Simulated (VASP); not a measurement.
Input of a VASP 6.6.1 run:

Contents of INCAR:

```
PREC = Accurate ; ENCUT = 520
EDIFF = 1E-7 ; ISMEAR = -1
SIGMA = 0.05 ; LREAL = Auto
LASPH = True ; NELM = 60
ALGO = Normal ; ISIF = 2
LWAVE = False ; LCHARG = False
GGA = PE ; IVDW = 12
NBANDS = 58
```

KPOINTS

```
Automatic mesh
0
Gamma
  1 1 1
```

POSCAR

```
H18CO9
1.0
    6.2213620000      0.0000000000      0.0000000000
    0.0000000000      6.2213620000      0.0000000000
    0.0000000000      0.0000000000      6.2213620000
O H C
9 18 1
Direct
    0.4531162147      0.7752643231      0.3033580107
    0.8351225986      1.0770953370      0.2407350673
    0.6370952213      1.0139901841      0.7925274241
    0.6972588960      0.6221145788      0.7882518330
    0.2363469607      0.4254856091      0.6434282397
    0.0250427479      0.5422767555      0.1681464605
    0.6102843718      0.3795631889      0.4576650579
    0.3141755776      0.2153547728      0.1023891553
    0.0766552404     -0.1583897545      0.8416485008
    0.5391102463      0.7395808185      0.4243926008
    0.5549749396      0.8293039370      0.1751224250
    0.8678967724      1.2270785722      0.3134844106
    0.9871954083      1.0552994666      0.1985899551
    0.6487646917      0.8647784842      0.8174255091
    0.6885791246      1.0735269865      0.9357275786
    0.7675971917      0.5725273662      0.6608038561
    0.8089707688      0.5703734970      0.8951576841
    0.1305984124      0.5006299264      0.5507797167
    0.2374078216      0.5417463250      0.7590620832
    0.1395353622      0.4308381348      0.1347775616
    0.0260071669      0.6704158993      0.0746138868
    0.4772909855      0.4421379113      0.4853599582
    0.6021511045      0.2536100616      0.5795515516
    0.4202938199      0.1837539754      0.2181194407
    0.4034164866      0.2541887130     -0.0152378209
    0.3566743102     -0.0053364521      0.7180421265
    0.0504712634     -0.0568364291      0.5241938984
    0.1773084415     -0.0735208785      0.6726662104
```

Potentials or basis: VASP PAW PBE potentials, release 64 (O, H, C).

Command:

```sh
$ cat potpaw_PBE.64/O/POTCAR potpaw_PBE.64/H/POTCAR potpaw_PBE.64/C/POTCAR > POTCAR
$ mpirun -np 1 vasp_gam > vasp.out
```

Predict the largest force.

5.178 eV/Å.

What does it give for the dispersion energy per atom?

-0.043 eV.

What does it give for the pressure?

-3.0 GPa.

Forces on the atoms (eV/Å):
```
O    0.501  1.442 -3.478
O    2.097  2.484  1.031
O   -0.065  4.096  1.554
O    1.055 -1.286  2.314
O   -1.083  2.215  0.983
O   -0.398 -0.570  0.029
O    2.487 -4.211  1.702
O   -0.202 -0.328  1.491
O    2.610  1.801 -3.914
H    1.222  0.000  0.443
H   -1.750 -1.174  3.097
H   -1.576 -2.001 -1.193
H   -0.489 -0.577 -0.453
H    0.493 -2.519 -0.322
H   -0.146 -0.288 -1.300
H   -0.209 -0.310 -1.377
H   -1.190  0.553 -0.253
H    0.361 -0.698 -0.356
H    0.375 -1.395 -0.771
H   -0.376  1.088 -0.134
H    0.976 -0.551  0.338
H   -2.523  1.178  0.398
H    0.511  2.101 -2.326
H   -0.531  0.328 -0.285
H    0.551  0.276 -1.101
H   -2.067 -0.811 -1.346
H    2.331  0.015  1.367
C   -2.966 -0.856  3.862
```

Caveat: the k points lie up to 1.01 Å⁻¹ apart; the atoms stand as in a frame of molecular dynamics.
